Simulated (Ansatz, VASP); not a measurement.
**AlP in VASP and in Ansatz**

```
Al P
1.0
     0.00000    2.78066    2.78066
     2.78066    0.00000    2.78066
     2.78066    2.78066    0.00000
Al P
1 1
Cartesian
  0.0000 0.0000 0.0000
  1.3903 1.3903 1.3903
```

Alike in both runs: task single point; functional PBE; k mesh 6 × 6 × 6; no spin polarisation.

|  | VASP | Ansatz |
| --- | --- | --- |
| version | VASP 6.6.1 | Ansatz 0.2.0 |
| potentials or method | VASP PAW PBE potentials, release 64 (Al, P) | plane waves, PAW |
| plane-wave cutoff (eV) | 500 | 420 |
| occupations | gaussian, width 0.01 eV | fixed |
| valence electrons in the cell | 8 | 8 |

```tsv
	VASP	Ansatz	Ansatz less VASP
gap on the k mesh at the Fermi level (eV)	1.68	1.68	+0.002
pressure (GPa)	-2.3	-2.2	+0.08
```
